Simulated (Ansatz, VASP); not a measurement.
# SrO in VASP and in Ansatz

```
CELL_PARAMETERS angstrom
0.00000 2.57989 2.57989
2.57989 0.00000 2.57989
2.57989 2.57989 0.00000
ATOMIC_POSITIONS crystal
Sr 0.50000 0.50000 0.50000
O 0.00000 0.00000 0.00000
```

Alike in both runs: task single point; functional PBE-based global hybrid; k mesh 4 × 4 × 4; no spin polarisation.

|  | VASP | Ansatz |
| --- | --- | --- |
| version | VASP 6.6.1 | Ansatz 0.2.0 |
| potentials or method | VASP PAW PBE potentials, release 64 (Sr_sv, O) | plane waves |
| plane-wave cutoff (eV) | 520 | 420 |
| occupations | gaussian, width 0.01 eV | fixed |
| valence electrons in the cell | 16 | 16 |

|  | VASP | Ansatz | Ansatz less VASP |
| --- | --- | --- | --- |
| gap on the k mesh at the Fermi level (eV) | 6.90 | 6.91 | +0.013 |
| pressure (GPa) | -1.4 | -1.6 | -0.29 |

VASP's potentials were made for PBE, not for PBE-based global hybrid. Ansatz's warnings: stress exchange threshold loose, stress scf threshold loose.

The k mesh is coarse, so the values compare programs but aren't converged.
